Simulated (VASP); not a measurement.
A run of VASP 6.6.1 is set up as follows.

Contents of INCAR:

```
SYSTEM = Mn
PREC = Accurate ; ENCUT = 520
EDIFF = 1E-7 ; ISMEAR = -1
SIGMA = 0.05 ; LREAL = .FALSE.
LASPH = .TRUE. ; NELM = 150
ALGO = Normal ; ISIF = 2
LWAVE = .FALSE. ; LCHARG = .TRUE.
LNONCOLLINEAR = .TRUE. ; MAGMOM = 0.92 -0.926 0.254 0.179 0.491 1.353
LORBIT = 11 ; LMAXMIX = 4
GGA = PE ; LVHAR = .TRUE.
NBANDS = 38
```

The input KPOINTS:

```
Automatic mesh
0
G
  9 9 5
  0 0 0
```

POSCAR

```
Mn
1.0
    2.4836457705      0.0000000000      0.0000000000
   -1.2418228853      2.1509003313      0.0000000000
    0.0000000000      0.0000000000      4.0261950000
Mn
2
Direct
    0.3333333333      0.6666666667      0.2500000000
    0.6666666667      0.3333333333      0.7500000000
```

Potentials or basis: VASP PAW PBE potentials, release 64 (Mn_pv).

Launch:

```sh
$ cat potpaw_PBE.64/Mn_pv/POTCAR > POTCAR
$ mpirun -np 1 vasp_ncl > vasp.out
```

Task: What does it give for the band gap on the k mesh?

Result: Zero (band 26 reaches 11.07 eV, above the bottom of band 27 at 9.48 eV).

Task: Predict the pressure.

Result: -0.4 GPa.

Stress tensor (GPa, compression positive):
```
 0.01  0.00  0.00
 0.00  0.01  0.00
 0.00  0.00 -1.09
```
